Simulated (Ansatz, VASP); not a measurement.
# One calculation of Te2Mo, two programs

```
CELL_PARAMETERS angstrom
3.51820 0.00000 0.00000
-1.75910 3.04685 0.00000
0.00000 0.00000 13.97360
ATOMIC_POSITIONS crystal
Te 0.33333 0.66667 0.62100
Te 0.66667 0.33333 0.12100
Te 0.33333 0.66667 0.87900
Te 0.66667 0.33333 0.37900
Mo 0.33333 0.66667 0.25000
Mo 0.66667 0.33333 0.75000
```

Alike in both runs: task single point; functional PBE; k mesh 6 × 6 × 2; no spin polarisation.

```csv
,VASP,Ansatz
version,VASP 6.6.1,Ansatz 0.2.0
potentials or method,"VASP PAW PBE potentials, release 64 (Te, Mo_sv)","plane waves, PAW"
plane-wave cutoff (eV),520,420
occupations,"fermi-dirac, width 0.1 eV",fermi-dirac
valence electrons in the cell,52,92
```

```tsv
	VASP	Ansatz	Ansatz less VASP
pressure (GPa)	2.9	2.9	-0.01
traceless stress, the component that is largest in VASP (GPa)	0.49	0.43	-0.058
```

VASP's potentials hold 52 valence electrons a cell and Ansatz's 92, so a difference there can come from the potentials and not from the codes.

Spin-orbit coupling is off throughout.
